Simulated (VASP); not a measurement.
# ZnS (F-43m) in VASP: further runs, part 2 of 4

VASP 6.6.1. The steps go on from the part before.

### Step 3. Single point, PBEsol (volume scaled by 0.94)

Input file INCAR:

```
SYSTEM = ZnS
ALGO = Normal
EDIFF = 1E-6
ENCUT = 520
GGA = PS
ISIF = 2
ISMEAR = -1
LASPH = .TRUE.
LCHARG = .FALSE.
LREAL = .FALSE.
LWAVE = .FALSE.
NBANDS = 16
NELM = 100
PREC = Accurate
SIGMA = 0.01
```

Input file KPOINTS:

```
k-points
0
G
  8 8 8
  0 0 0
```

Input file POSCAR:

```
ZnS
1.0
    0.0000000000      2.6494375689      2.6494375689
    2.6494375689      0.0000000000      2.6494375689
    2.6494375689      2.6494375689      0.0000000000
Zn S
1 1
Direct
    0.0000000000      0.0000000000      0.0000000000
    0.7500000000      0.7500000000      0.7500000000
```

Potentials or basis: VASP PAW PBE potentials, release 64 (Zn, S).

On the command line:

```bash
$ cat potpaw_PBE.64/Zn/POTCAR potpaw_PBE.64/S/POTCAR > POTCAR
$ mpirun -np 1 vasp_std > vasp.out
```

OUTCAR:

```text
SYSTEM = ZnS
   EDIFF = 1E-6
   ENCUT = 520
   GGA = PS
   ISIF = 2
   ISMEAR = -1
   LASPH = .TRUE.
   LREAL = .FALSE.
   NELM = 100
   PREC = Accurate

 ion  position               nearest neighbor table
   1  0.000  0.000  0.000-   2 2.29   2 2.29   2 2.29   2 2.29
   2  0.750  0.750  0.750-   1 2.29   1 2.29   1 2.29   1 2.29

  LATTYP: Found a face centered cubic cell.
 ALAT       =     5.2988751378

  Lattice vectors:

 A1 = (   0.0000000000,   2.6494375689,   2.6494375689)
 A2 = (   2.6494375689,   0.0000000000,   2.6494375689)
 A3 = (   2.6494375689,   2.6494375689,   0.0000000000)

Analysis of symmetry for initial positions (statically):
=====================================================================
 Subroutine PRICEL returns:
 Original cell was already a primitive cell.

 Routine SETGRP: Setting up the symmetry group for a
 face centered cubic supercell.

 Subroutine GETGRP returns: Found 24 space group operations
 (whereof 24 operations were pure point group operations)
 out of a pool of 48 trial point group operations.

The static configuration has the point symmetry T_d .

Analysis of symmetry for dynamics (positions and initial velocities):
=====================================================================
 Subroutine PRICEL returns:
 Original cell was already a primitive cell.

 Routine SETGRP: Setting up the symmetry group for a
 face centered cubic supercell.

 Subroutine GETGRP returns: Found 24 space group operations
 (whereof 24 operations were pure point group operations)
 out of a pool of 48 trial point group operations.

The dynamic configuration has the point symmetry T_d .

 Subroutine INISYM returns: Found 24 space group operations
 (whereof 24 operations are pure point group operations),
 and found     1 'primitive' translations

----------------------------------------------------------------------------------------

                                     Primitive cell

  volume of cell :      37.1956

  direct lattice vectors                    reciprocal lattice vectors
     0.000000000  2.649437569  2.649437569    -0.188719299  0.188719299  0.188719299
     2.649437569  0.000000000  2.649437569     0.188719299 -0.188719299  0.188719299
     2.649437569  2.649437569  0.000000000     0.188719299  0.188719299 -0.188719299

  length of vectors
     3.746870543  3.746870543  3.746870543     0.326871414  0.326871414  0.326871414

  position of ions in fractional coordinates (direct lattice)
     0.000000000  0.000000000  0.000000000
     0.750000000  0.750000000  0.750000000

  ion indices of the primitive-cell ions
   primitive index   ion index
                 1           1
                 2           2

----------------------------------------------------------------------------------------

 KPOINTS: k-points

Automatic generation of k-mesh.
 Grid dimensions read from file:
 generate k-points for:    8    8    8

 Generating k-lattice:

  Cartesian coordinates                     Fractional coordinates (reciprocal lattice)
    -0.023589912  0.023589912  0.023589912     0.125000000  0.000000000  0.000000000
     0.023589912 -0.023589912  0.023589912     0.000000000  0.125000000  0.000000000
     0.023589912  0.023589912 -0.023589912     0.000000000  0.000000000  0.125000000

  Length of vectors
     0.040858927  0.040858927  0.040858927

  Shift w.r.t. Gamma in fractional coordinates (k-lattice)
     0.000000000  0.000000000  0.000000000

 Subroutine IBZKPT returns following result:
 ===========================================

 Found     29 irreducible k-points:

 Following reciprocal coordinates:
            Coordinates               Weight
  0.000000  0.000000  0.000000      1.000000
  0.125000  0.000000  0.000000      8.000000
  0.250000  0.000000  0.000000      8.000000
  0.375000  0.000000  0.000000      8.000000
  0.500000  0.000000  0.000000      4.000000
  0.125000  0.125000  0.000000      6.000000
[... 16 lines left out ...]
  0.500000  0.250000  0.125000     48.000000
 -0.375000  0.250000  0.125000     24.000000
 [... further k-points ...]
   k-points           NKPTS =     29   k-points in BZ     NKDIM =     29   number of bands    NBANDS=     16
   number of dos      NEDOS =    301   number of ions     NIONS =      2
   total plane-waves  NPLWV =  21952
   dimension x,y,z NGX =    28 NGY =   28 NGZ =   28
   dimension x,y,z NGXF=    56 NGYF=   56 NGZF=   56
   ions per type =               1   1
   NGX,Y,Z   is equivalent  to a cutoff of  12.42, 12.42, 12.42 a.u.
   NGXF,Y,Z  is equivalent  to a cutoff of  24.85, 24.85, 24.85 a.u.
 SYSTEM =  ZnS
   PREC   = accura    normal or accurate (medium, high low for compatibility)
   ISTART =      0    job   : 0-new  1-cont  2-samecut
   ICHARG =      2    charge: 1-file 2-atom 10-const
   ISPIN  =      1    spin polarized calculation?
   LNONCOLLINEAR =      F non collinear calculations
   LSORBIT =      F    spin-orbit coupling
   LASPH  =      T    aspherical Exc in radial PAW
   ENCUT  =  520.0 eV  38.22 Ry    6.18 a.u.   6.97  6.97  6.97*2*pi/ulx,y,z
   NELM   =    100;   NELMIN=  2; NELMDL= -5     # of ELM steps
   EDIFF  = 0.1E-05   stopping-criterion for ELM
   LREAL  =      F    real-space projection
   EDIFFG = 0.1E-04   stopping-criterion for IOM
   NSW    =      0    number of steps for IOM
   IBRION =     -1    ionic relax: 0-MD 1-quasi-New 2-CG
   NFREE  =      0    steps in history (QN), initial steepest desc. (CG)
   ISIF   =      2    stress and relaxation
   ISYM   =      2    0-nonsym 1-usesym 2-fastsym
   POTIM  = 0.5000    time-step for ionic-motion
   TEBEG  =    0.0;   TEEND  =   0.0 temperature during run
   PSTRESS=    0.0 pullay stress
   NELECT =      18.0000    total number of electrons
   NUPDOWN=      -1.0000    fix difference up-down
   EMIN   =  10.00;   EMAX   =-10.00  energy-range for DOS
   EFERMI =   0.00;   METHOD = LEGACY
   ISMEAR =    -1;   SIGMA  =   0.01  broadening in eV -4-tet -1-fermi 0-gaus
   EFERMI_NEDOS =   21; number of points for ismear=-14 and -15
   IALGO  =     38    algorithm
   IMIX   =      4    mixing-type and parameters
     AMIX     =   0.40;   BMIX     =  1.00
     AMIX_MAG =   1.60;   BMIX_MAG =  1.00
  volume/ion in A,a.u.               =      18.60       125.50
  Fermi-wavevector in a.u.,A,eV,Ry     =   1.285293  2.428851 22.476509  1.651977
  Thomas-Fermi vector in A             =   2.417435
   LORBIT       =      0    0 simple, 1 ext, 2 COOP (PROOUT), +10 PAW based schemes
   GGA     = PS    functional components
   LHFCALC =     F    Hartree Fock is set to
   AEXX    =    0.0000 exact exchange contribution
   IVDW    =     0    specifies the selected vdW correction
   LEPSILON=     F    determine dielectric tensor
   LRPA    =     F    only Hartree local field effects (RPA)
 non-spin polarized calculation
  energy-cutoff  :      520.00
  volume of cell :       37.20
 maximum number of plane-waves:      1018
   NGX = 13   NGY = 13   NGZ = 13

 number of electron      18.0000015 magnetization

 Free energy of the ion-electron system (eV)
  ---------------------------------------------------
  ext. energy  EPLUGINS =         0.00000000
  ---------------------------------------------------
  free energy    TOTEN  =        -7.57649147 eV

  energy without entropy =       -7.57649147  energy(sigma->0) =       -7.57649147

 E-fermi :   2.8011     XC(G=0): -10.1290

 val. band max:        2.5835707384   @ k =   0.0000   0.0000   0.0000
 cond. band min:       4.8194049938   @ k =   0.0000   0.0000   0.0000
 fundamental gap:      2.2358342554
 Fermi energy:         2.8011475705

 k-point     1 :       0.0000    0.0000    0.0000
  band No.  band energies     occupation
      1     -11.0039      2.00000
      2      -4.0471      2.00000
      3      -4.0471      2.00000
      4      -4.0471      2.00000
      5      -3.4758      2.00000
      6      -3.4758      2.00000
[... 8 lines left out ...]
     15      14.3872      0.00000
     16      14.5526      0.00000

 k-point     2 :       0.1250    0.0000    0.0000
  band No.  band energies     occupation
      1     -10.8727      2.00000
      2      -4.0531      2.00000
      3      -4.0233      2.00000
      4      -4.0233      2.00000
      5      -3.4780      2.00000
      6      -3.4780      2.00000
[... 8 lines left out ...]
     15      13.7327      0.00000
     16      15.3241      0.00000
[... 387 lines left out ...]
      5      -3.4589      2.00000
      6      -3.4008      2.00000
[... 8 lines left out ...]
     15      16.5525      0.00000
     16      17.0872      0.00000

 k-point    24 :      -0.3750    0.2500    0.1250
  band No.  band energies     occupation
      1      -9.7697      2.00000
      2      -3.9150      2.00000
      3      -3.8425      2.00000
      4      -3.5575      2.00000
      5      -3.4636      2.00000
      6      -3.1759      2.00000
[... 8 lines left out ...]
     15      16.1526      0.00000
     16      17.0729      0.00000

 [... further k-points ...]
[... 5 lines left out ...]
  --------------------------------------------------------------------------------------
  -------------------------------------------------------------------------------------
  Total        0.6866094      0.6866094      0.6866094      0.0000000      0.0000000      0.0000000
  in kB       29.5753051     29.5753051     29.5753051      0.0000000      0.0000000      0.0000000
  external PRESSURE =      29.5753051 kB  Pullay stress =       0.0000000 kB

 VOLUME and BASIS-vectors are now :
 -----------------------------------------------------------------------------
  energy-cutoff  :      520.00
  volume of cell :       37.20
      direct lattice vectors                 reciprocal lattice vectors
     0.000000000  2.649437569  2.649437569    -0.188719299  0.188719299  0.188719299
     2.649437569  0.000000000  2.649437569     0.188719299 -0.188719299  0.188719299
     2.649437569  2.649437569  0.000000000     0.188719299  0.188719299 -0.188719299

 POSITION                                       TOTAL-FORCE (eV/Angst)
 -----------------------------------------------------------------------------------
      0.00000      0.00000      0.00000        -0.000000      0.000000      0.000000
      3.97416      3.97416      3.97416         0.000000     -0.000000     -0.000000
 -----------------------------------------------------------------------------------
    total drift:                               -0.000002     -0.000002     -0.000002

  FREE ENERGIE OF THE ION-ELECTRON SYSTEM (eV)
  ---------------------------------------------------
  free  energy   TOTEN  =        -7.5764914707 eV

  energy  without entropy=       -7.5764914707  energy(sigma->0) =       -7.57649147
```

OSZICAR:

```text
N       E                     dE             d eps       ncg     rms          rms(c)
DAV:   1     0.913145653016E+02    0.91315E+02   -0.90542E+03   928   0.137E+03
DAV:   2    -0.189335963045E+01   -0.93208E+02   -0.86862E+02  1024   0.268E+02
DAV:   3    -0.792677913266E+01   -0.60334E+01   -0.60068E+01  1160   0.656E+01
DAV:   4    -0.799035873616E+01   -0.63580E-01   -0.63567E-01  1120   0.705E+00
DAV:   5    -0.799106642461E+01   -0.70769E-03   -0.70766E-03  1192   0.721E-01    0.749E+00
DAV:   6    -0.760167626228E+01    0.38939E+00   -0.80143E-01  1288   0.336E+01    0.581E+00
DAV:   7    -0.758011910482E+01    0.21557E-01   -0.25827E-01  1128   0.520E+00    0.278E+00
DAV:   8    -0.757666104313E+01    0.34581E-02   -0.58088E-03  1312   0.109E+00    0.651E-01
DAV:   9    -0.757642132028E+01    0.23972E-03   -0.10524E-03  1136   0.275E-01    0.901E-02
DAV:  10    -0.757649319928E+01   -0.71879E-04   -0.15126E-04  1144   0.966E-02    0.320E-02
DAV:  11    -0.757649116517E+01    0.20341E-05   -0.24843E-05  1240   0.566E-02    0.442E-03
DAV:  12    -0.757649147069E+01   -0.30552E-06   -0.30599E-06  1112   0.128E-02
   1 F= -.75764915E+01 E0= -.75764915E+01  d E =-.947894E-12
```

Wall time 20 s (1 thread of Intel Xeon 8259CL, shared host); peak memory 0.16 GiB.

What came out:

| Property | Result |
| --- | --- |
| Free energy | -7.5765 eV |
| Pressure | 3.0 GPa |
| Band gap on the k mesh | 2.24 eV, direct |

Levels at points of the mesh, in eV from the valence-band top:
```csv
k point,band 6,band 7,band 8,band 9,band 10,band 11,band 12,band 13
"(0.00, 0.00, 0.00)",-6.06,0.00,0.00,0.00,2.24,6.26,6.26,6.26
"(0.50, 0.00, 0.00)",-5.87,-5.74,-0.97,-0.97,3.30,6.79,6.79,8.90
"(0.50, 0.50, 0.00)",-5.82,-4.84,-2.47,-2.47,3.10,3.94,11.26,12.28
```

Caveat: the PAW data sets were made with another functional, which shifts forces and pressure a little.

[end of part 2 of 4]
